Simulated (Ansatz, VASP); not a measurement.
**Ta4As5 in VASP and in Ansatz**

File POSCAR:

```
Ta4As5
1.0
   -3.9465079760      3.9465079760      2.4509788369
    3.9465079760     -3.9465079760      2.4509788369
    3.9465079760      3.9465079760     -2.4509788369
Ta As
4 5
Direct
    0.7829399315      0.6056050453      0.3885449768
    0.3943949547      0.7829399315      0.1773348862
    0.6056050453      0.2170600685      0.8226651138
    0.2170600685      0.3943949547      0.6114550232
    0.5000000000      0.5000000000      0.0000000000
    0.9082991208      0.3085216554      0.2168207762
    0.6914783446      0.9082991208      0.5997774654
    0.3085216554      0.0917008792      0.4002225346
    0.0917008792      0.6914783446      0.7831792238
```

The input INCAR.step1:

```
PREC     = Accurate       # precision mode
ENCUT    = 520            # plane-wave cutoff, eV
ISMEAR   = 0              # smearing method
SIGMA    = 0.1            # smearing width, eV
LREAL    = F              # projectors in reciprocal space
LASPH    = T              # aspherical terms in the spheres
NELM     = 60             # most SCF steps
NBANDS   = 44             # bands
GGA      = PE             # functional
ALGO     = Normal         # electronic algorithm
EDIFF    = 1E-4           # SCF threshold, eV
LWAVE    = T              # write WAVECAR
LCHARG   = F              # write CHGCAR
```

File INCAR.step2:

```
PREC     = Accurate       # precision mode
ENCUT    = 520            # plane-wave cutoff, eV
EDIFF    = 1E-7           # SCF threshold, eV
ISMEAR   = 0              # smearing method
SIGMA    = 0.1            # smearing width, eV
LREAL    = F              # projectors in reciprocal space
LASPH    = T              # aspherical terms in the spheres
NELM     = 60             # most SCF steps
ALGO     = Normal         # electronic algorithm
ISIF     = 2              # what is computed and relaxed
LWAVE    = F              # write WAVECAR
LCHARG   = T              # write CHGCAR
METAGGA  = R2SCAN         # meta-GGA
LMIXTAU  = T            
LELF     = T              # ELF
LVHAR    = T            
NBANDS   = 44             # bands
ISTART   = 1
```

Contents of KPOINTS:

```
regular mesh
0
Gamma
  4 4 4
```

Input for Ansatz:

```yaml
crystal:
  lattice:
    - [-3.946507976, 3.946507976, 2.4509788369]
    - [3.946507976, -3.946507976, 2.4509788369]
    - [3.946507976, 3.946507976, -2.4509788369]
  atoms:
    - { symbol: Ta, position: [0.7829399315, 0.6056050453, 0.3885449768] }
    - { symbol: Ta, position: [0.3943949547, 0.7829399315, 0.1773348862] }
    - { symbol: Ta, position: [0.6056050453, 0.2170600685, 0.8226651138] }
    - { symbol: Ta, position: [0.2170600685, 0.3943949547, 0.6114550232] }
    - { symbol: As, position: [0.5, 0.5, 0.0] }
    - { symbol: As, position: [0.9082991208, 0.3085216554, 0.2168207762] }
    - { symbol: As, position: [0.6914783446, 0.9082991208, 0.5997774654] }
    - { symbol: As, position: [0.3085216554, 0.0917008792, 0.4002225346] }
    - { symbol: As, position: [0.0917008792, 0.6914783446, 0.7831792238] }
basis:
  ecutwfc: 500
kpoints:
  mp_grid: { grid: [4, 4, 4] }
hamiltonian:
  xc: r2scan
scf:
  occupations: { method: gaussian, width: 0.1 }
output:
  forces: true
  stress: true
  eigenvalues: true
```

Alike in both runs: task single point; functional r2SCAN; k mesh 4 × 4 × 4; occupations gaussian, width 0.1 eV; no spin polarisation.

|  | VASP | Ansatz |
| --- | --- | --- |
| version | VASP 6.6.1 | Ansatz 0.2.0 |
| potentials or method | VASP PAW PBE potentials, release 64 (Ta_pv, As), cutoff 520 eV | scalar-relativistic, plane waves, PAW |
| valence electrons in the cell | 69 | 127 |

Ansatz gave:

* gap on the k mesh at the Fermi level (eV): none
* rms of the force components (eV/Å): 0.611

Task: Estimate VASP's values.

Result: gap on the k mesh at the Fermi level (eV): none; rms of the force components (eV/Å): 0.618.

VASP's potentials were made for PBE, not for r2SCAN. Atom by atom the forces differ by 0.009 eV/Å (rms over components). A gap of «none» marks a metal or a gap that the smearing closes. VASP's potentials hold 69 valence electrons a cell and Ansatz's 127, so a difference there can come from the potentials and not from the codes.

The k mesh is coarse, so the values compare programs but aren't converged. Neither program's run includes spin-orbit coupling.
